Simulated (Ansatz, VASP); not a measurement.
Two plane-wave programs on GeSb4Te7

```
Ge Sb Te
1.0
     4.14758    0.00000    0.00000
    -2.07379    3.59191    0.00000
     0.00000    0.00000   23.58696
Ge Sb Te
1 4 7
Direct
  0.00000 0.00000 0.50000
  0.66667 0.33333 0.91526
  0.33333 0.66667 0.34325
  0.33333 0.66667 0.08474
  0.66667 0.33333 0.65675
  0.33333 0.66667 0.84055
  0.66667 0.33333 0.15945
  0.00000 0.00000 0.73125
  0.66667 0.33333 0.42878
  0.33333 0.66667 0.57122
  0.00000 0.00000 0.00000
  0.00000 0.00000 0.26875
```

Change from the starting cell: equal strain along all axes, cell held, atoms relaxed: -4.0 %.

Alike in both runs: functional PBE; k mesh 12 × 12 × 2; occupations gaussian, width 0.02 eV; no spin polarisation.

Ansatz relaxed the structure, and its values are those at the end. VASP's run is a single point on that final structure, the one shown.

|  | VASP | Ansatz |
| --- | --- | --- |
| version | VASP 6.6.1 | Ansatz 0.2.0 |
| potentials or method | VASP PAW PBE potentials, release 64 (Ge_d, Sb, Te), cutoff 520 eV | scalar-relativistic, plane waves, PAW |
| valence electrons in the cell | 76 | 186 |

VASP gave:

```
gap on the k mesh at the Fermi level (eV) : none
pressure (GPa)                            : 4.7
rms of the force components (eV/Å)        : 0.013
```

Q: What did Ansatz give for the same quantities?

A: gap on the k mesh at the Fermi level (eV): none; pressure (GPa): 4.7; rms of the force components (eV/Å): 0.000.

A gap of «none» marks a metal or a gap that the smearing closes. With one functional, cell and mesh, what is left measures potentials, basis and numerics. VASP's potentials hold 76 valence electrons a cell and Ansatz's 186, so a difference there can come from the potentials and not from the codes. Ansatz's warnings: stress scf threshold loose.

Spin-orbit coupling is off throughout.
